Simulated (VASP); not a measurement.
# Cu3N (Pm-3m) in VASP: further runs

The runs below take Cu3N through single point, with PBE.

Program: VASP 6.6.1. These are calculated values, not measurements. Logs are shortened: lines on timing, memory, paths and dates and some standing lists are left out, and cuts for length are marked.

**1. The cell of the first run**

It takes space group Pm-3m (No. 221, cubic). Conventional cell: a = 3.751 Å, b = 3.751 Å, c = 3.751 Å, α = 90.00°, β = 90.00°, γ = 90.00°. Within 2.5 Å of Cu (site symmetry 4/mmm) lie 2 N at 1.88 Å. Within 2.5 Å of N (site symmetry m-3m) lie 6 Cu at 1.88 Å.

**2. Single point, PBE (volume changed by -6%)**

INCAR reads:

```
  ALGO = Normal
  EDIFF = 1E-6
  ENCUT = 600
  GGA = PE
  GGA_COMPAT = F
  ISIF = 2
  ISMEAR = -1
  LASPH = T
  LCHARG = F
  LREAL = F
  LWAVE = F
  NBANDS = 27
  NELM = 120
  PREC = Accurate
  SIGMA = 0.02
```

KPOINTS reads:

```
k-points
0
Gamma
  6 6 6
```

POSCAR reads:

```
Cu3N
1.0
    3.7506810116      0.0000000000      0.0000000000
    0.0000000000      3.7506810116      0.0000000000
    0.0000000000      0.0000000000      3.7506810116
Cu N
3 1
Direct
    0.5000000000      0.0000000000      0.0000000000
    0.0000000000      0.5000000000      0.0000000000
    0.0000000000      0.0000000000      0.5000000000
    0.0000000000      0.0000000000      0.0000000000
```

Potentials or basis: VASP PAW PBE potentials, release 64 (Cu, N).

Launch:

```sh
cat potpaw_PBE.64/Cu/POTCAR potpaw_PBE.64/N/POTCAR > POTCAR
mpirun -np 1 vasp_std > vasp.out
```

OUTCAR:

```text
EDIFF = 1E-6
   ENCUT = 600
   GGA = PE
   ISIF = 2
   ISMEAR = -1
   LASPH = T
   LREAL = F
   NELM = 120
   PREC = Accurate

 ion  position               nearest neighbor table
   1  0.500  0.000  0.000-   4 1.88   4 1.88   2 2.65   3 2.65   2 2.65   2 2.65   3 2.65   3 2.65
                             3 2.65   2 2.65
   2  0.000  0.500  0.000-   4 1.88   4 1.88   1 2.65   3 2.65   1 2.65   3 2.65   3 2.65   3 2.65
                             1 2.65   1 2.65
   3  0.000  0.000  0.500-   4 1.88   4 1.88   1 2.65   1 2.65   2 2.65   2 2.65   2 2.65   2 2.65
                             1 2.65   1 2.65
   4  0.000  0.000  0.000-   1 1.88   2 1.88   3 1.88   3 1.88   2 1.88   1 1.88

  LATTYP: Found a simple cubic cell.
 ALAT       =     3.7506810116

  Lattice vectors:

 A1 = (   3.7506810116,   0.0000000000,   0.0000000000)
 A2 = (   0.0000000000,   3.7506810116,   0.0000000000)
 A3 = (   0.0000000000,   0.0000000000,   3.7506810116)

Analysis of symmetry for initial positions (statically):
=====================================================================
 Subroutine PRICEL returns:
 Original cell was already a primitive cell.

 Routine SETGRP: Setting up the symmetry group for a
 simple cubic supercell.

 Subroutine GETGRP returns: Found 48 space group operations
[... 9 lines left out ...]

 Routine SETGRP: Setting up the symmetry group for a
 simple cubic supercell.

 Subroutine GETGRP returns: Found 48 space group operations
[... 11 lines left out ...]
                                     Primitive cell

  volume of cell :      52.7631

  direct lattice vectors                    reciprocal lattice vectors
     3.750681012  0.000000000  0.000000000     0.266618248  0.000000000  0.000000000
     0.000000000  3.750681012  0.000000000     0.000000000  0.266618248  0.000000000
     0.000000000  0.000000000  3.750681012     0.000000000  0.000000000  0.266618248

  length of vectors
     3.750681012  3.750681012  3.750681012     0.266618248  0.266618248  0.266618248

  position of ions in fractional coordinates (direct lattice)
     0.500000000  0.000000000  0.000000000
     0.000000000  0.500000000  0.000000000
     0.000000000  0.000000000  0.500000000
     0.000000000  0.000000000  0.000000000

  ion indices of the primitive-cell ions
   primitive index   ion index
                 1           1
                 2           2
                 3           3
                 4           4

[... 64 lines left out ...]
   ENCUT  =  600.0 eV  44.10 Ry    6.64 a.u.   7.49  7.49  7.49*2*pi/ulx,y,z
   NELM   =    120;   NELMIN=  2; NELMDL= -5     # of ELM steps
   EDIFF  = 0.1E-05   stopping-criterion for ELM
   LREAL  =      F    real-space projection
   EDIFFG = 0.1E-04   stopping-criterion for IOM
   NSW    =      0    number of steps for IOM
   IBRION =     -1    ionic relax: 0-MD 1-quasi-New 2-CG
   NFREE  =      0    steps in history (QN), initial steepest desc. (CG)
   ISIF   =      2    stress and relaxation
   ISYM   =      2    0-nonsym 1-usesym 2-fastsym
   POTIM  = 0.5000    time-step for ionic-motion
   TEBEG  =    0.0;   TEEND  =   0.0 temperature during run
   PSTRESS=    0.0 pullay stress
   NELECT =      38.0000    total number of electrons
   NUPDOWN=      -1.0000    fix difference up-down
   EMIN   =  10.00;   EMAX   =-10.00  energy-range for DOS
   EFERMI =   0.00;   METHOD = LEGACY
   ISMEAR =    -1;   SIGMA  =   0.02  broadening in eV -4-tet -1-fermi 0-gaus
   EFERMI_NEDOS =   21; number of points for ismear=-14 and -15
   IALGO  =     38    algorithm
   IMIX   =      4    mixing-type and parameters
     AMIX     =   0.40;   BMIX     =  1.00
     AMIX_MAG =   1.60;   BMIX_MAG =  1.00
  volume/ion in A,a.u.               =      13.19        89.02
  Fermi-wavevector in a.u.,A,eV,Ry     =   1.467436  2.773052 29.298365  2.153369
  Thomas-Fermi vector in A             =   2.583054
   LORBIT       =      0    0 simple, 1 ext, 2 COOP (PROOUT), +10 PAW based schemes
   GGA     = PE    functional components
   LHFCALC =     F    Hartree Fock is set to
   AEXX    =    0.0000 exact exchange contribution
   IVDW    =     0    specifies the selected vdW correction
   LEPSILON=     F    determine dielectric tensor
   LRPA    =     F    only Hartree local field effects (RPA)
 non-spin polarized calculation
  energy-cutoff  :      600.00
  volume of cell :       52.76
 maximum number of plane-waves:      1791
 NGX is ok and might be reduce to    30
   NGX = 15   NGY = 15   NGZ = 15

 number of electron      38.0000055 magnetization

 Free energy of the ion-electron system (eV)
  ---------------------------------------------------
  ext. energy  EPLUGINS =         0.00000000
  ---------------------------------------------------
  free energy    TOTEN  =       -18.28706991 eV

  energy without entropy =      -18.28640118  energy(sigma->0) =      -18.28673555

 E-fermi :   5.5086     XC(G=0): -11.0547

 val. band max:        5.4893771146   @ k =   0.5000   0.5000   0.5000
 cond. band min:       5.5280350104   @ k =   0.5000   0.5000   0.0000
 fundamental gap:      0.0386578958
 Fermi energy:         5.5086246969

 k-point     1 :       0.0000    0.0000    0.0000
  band No.  band energies     occupation
      1     -11.8205      2.00000
      2      -0.0997      2.00000
      3       0.4188      2.00000
      4       0.4188      2.00000
      5       0.4188      2.00000
      6       1.3290      2.00000
[... 589 lines left out ...]
     26      13.8365      0.00000
     27      16.5929      0.00000

------------------------ aborting loop because EDIFF is reached ----------------------------------------

  FORCE on cell =-STRESS in cart. coord.  units (eV):
  Direction    XX          YY          ZZ          XY          YZ          ZX
  --------------------------------------------------------------------------------------
  -------------------------------------------------------------------------------------
  Total        3.0013428      3.0013428      3.0013428     -0.0000000     -0.0000000      0.0000000
  in kB       91.1372244     91.1372244     91.1372244     -0.0000000     -0.0000000      0.0000000
  external PRESSURE =      91.1372244 kB  Pullay stress =       0.0000000 kB

 VOLUME and BASIS-vectors are now :
 -----------------------------------------------------------------------------
  energy-cutoff  :      600.00
  volume of cell :       52.76
      direct lattice vectors                 reciprocal lattice vectors
     3.750681012  0.000000000  0.000000000     0.266618248  0.000000000  0.000000000
     0.000000000  3.750681012  0.000000000     0.000000000  0.266618248  0.000000000
     0.000000000  0.000000000  3.750681012     0.000000000  0.000000000  0.266618248

 POSITION                                       TOTAL-FORCE (eV/Angst)
 -----------------------------------------------------------------------------------
      1.87534      0.00000      0.00000         0.000000      0.000000      0.000000
      0.00000      1.87534      0.00000         0.000000      0.000000      0.000000
      0.00000      0.00000      1.87534         0.000000      0.000000      0.000000
      0.00000      0.00000      0.00000         0.000000      0.000000      0.000000
 -----------------------------------------------------------------------------------
    total drift:                                0.000000      0.000000      0.000000

  FREE ENERGIE OF THE ION-ELECTRON SYSTEM (eV)
  ---------------------------------------------------
  free  energy   TOTEN  =       -18.2870699113 eV

  energy  without entropy=      -18.2864011842  energy(sigma->0) =      -18.28673555
```

It took 16 s on 1 thread of Intel Xeon 6975P-C (Granite Rapids), shared host; peak memory 0.18 GiB.

What came out:

```
Free energy            : -18.2871 eV
Pressure               : 9.1 GPa
Band gap on the k mesh : 0.04 eV, indirect (least direct gap 0.59 eV)
```

Caveat: the cell differs from its parent crystal (volume changed by -6%). A k mesh can miss the band edges.

**3. Single point, PBE**

This run uses another cell than the first one, of 13.60 Å³/atom, 1.031 times its volume.

INCAR reads:

```
SYSTEM = Cu3N
ALGO = Normal
EDIFF = 1E-6
ENCUT = 600
GGA = PE
GGA_COMPAT = .FALSE.
ISIF = 2
ISMEAR = -1
LASPH = .TRUE.
LCHARG = .FALSE.
LREAL = .FALSE.
LWAVE = .FALSE.
NBANDS = 27
NELM = 120
PREC = Accurate
SIGMA = 0.02
```

KPOINTS reads:

```
k-points
0
G
  6 6 6
  0 0 0
```

POSCAR reads:

```
Cu3N
1.0
    3.7893700971      0.0000000000      0.0000000000
    0.0000000000      3.7893700971      0.0000000000
    0.0000000000      0.0000000000      3.7893700971
Cu N
3 1
Direct
    0.5000000000      0.0000000000      0.0000000000
    0.0000000000      0.5000000000      0.0000000000
    0.0000000000      0.0000000000      0.5000000000
    0.0000000000      0.0000000000      0.0000000000
```

Potentials or basis: VASP PAW PBE potentials, release 64 (Cu, N).

Launch:

```sh
cat potpaw_PBE.64/Cu/POTCAR potpaw_PBE.64/N/POTCAR > POTCAR
mpirun -np 1 vasp_std > vasp.out
```

OUTCAR:

```text
SYSTEM = Cu3N
   EDIFF = 1E-6
   ENCUT = 600
   GGA = PE
   ISIF = 2
   ISMEAR = -1
   LASPH = .TRUE.
   LREAL = .FALSE.
   NELM = 120
   PREC = Accurate

 ion  position               nearest neighbor table
   1  0.500  0.000  0.000-   4 1.89   4 1.89   2 2.68   3 2.68   2 2.68   2 2.68   3 2.68   3 2.68
                             3 2.68   2 2.68
   2  0.000  0.500  0.000-   4 1.89   4 1.89   1 2.68   3 2.68   1 2.68   3 2.68   3 2.68   3 2.68
                             1 2.68   1 2.68
   3  0.000  0.000  0.500-   4 1.89   4 1.89   1 2.68   1 2.68   2 2.68   2 2.68   2 2.68   2 2.68
                             1 2.68   1 2.68
   4  0.000  0.000  0.000-   1 1.89   2 1.89   3 1.89   3 1.89   2 1.89   1 1.89

  LATTYP: Found a simple cubic cell.
 ALAT       =     3.7893700971

  Lattice vectors:

 A1 = (   3.7893700971,   0.0000000000,   0.0000000000)
 A2 = (   0.0000000000,   3.7893700971,   0.0000000000)
 A3 = (   0.0000000000,   0.0000000000,   3.7893700971)

Analysis of symmetry for initial positions (statically):
=====================================================================
 Subroutine PRICEL returns:
 Original cell was already a primitive cell.

 Routine SETGRP: Setting up the symmetry group for a
[... 167 lines left out ...]

 val. band max:        5.1401362843   @ k =   0.5000   0.5000   0.5000
 cond. band min:       5.2804840128   @ k =   0.5000   0.5000   0.0000
 fundamental gap:      0.1403477285
 Fermi energy:         5.2102822968

 k-point     1 :       0.0000    0.0000    0.0000
  band No.  band energies     occupation
      1     -11.8660      2.00000
      2      -0.2321      2.00000
      3       0.2614      2.00000
      4       0.2614      2.00000
      5       0.2614      2.00000
      6       1.1713      2.00000
[... 589 lines left out ...]
     26      13.2837      0.00000
     27      15.9888      0.00000

------------------------ aborting loop because EDIFF is reached ----------------------------------------

  FORCE on cell =-STRESS in cart. coord.  units (eV):
  Direction    XX          YY          ZZ          XY          YZ          ZX
  --------------------------------------------------------------------------------------
  -------------------------------------------------------------------------------------
  Total        1.5896591      1.5896591      1.5896591      0.0000000     -0.0000000     -0.0000000
  in kB       46.8072919     46.8072919     46.8072919      0.0000000     -0.0000000     -0.0000000
  external PRESSURE =      46.8072919 kB  Pullay stress =       0.0000000 kB

 VOLUME and BASIS-vectors are now :
 -----------------------------------------------------------------------------
  energy-cutoff  :      600.00
  volume of cell :       54.41
      direct lattice vectors                 reciprocal lattice vectors
     3.789370097  0.000000000  0.000000000     0.263896103  0.000000000  0.000000000
     0.000000000  3.789370097  0.000000000     0.000000000  0.263896103  0.000000000
     0.000000000  0.000000000  3.789370097     0.000000000  0.000000000  0.263896103

 POSITION                                       TOTAL-FORCE (eV/Angst)
 -----------------------------------------------------------------------------------
      1.89469      0.00000      0.00000         0.000000      0.000000      0.000000
      0.00000      1.89469      0.00000         0.000000      0.000000      0.000000
      0.00000      0.00000      1.89469         0.000000      0.000000      0.000000
      0.00000      0.00000      0.00000         0.000000      0.000000      0.000000
 -----------------------------------------------------------------------------------
    total drift:                                0.000000      0.000000      0.000000

  FREE ENERGIE OF THE ION-ELECTRON SYSTEM (eV)
  ---------------------------------------------------
  free  energy   TOTEN  =       -18.3565284913 eV

  energy  without entropy=      -18.3563808049  energy(sigma->0) =      -18.35645465
```

Run time: 16 s. Hardware: 1 thread of Intel Xeon 6975P-C (Granite Rapids), shared host; peak memory 0.18 GiB.

Results:

- Free energy: -18.3565 eV
- Pressure: 4.7 GPa
- Band gap on the k mesh: 0.14 eV, indirect (least direct gap 0.69 eV)
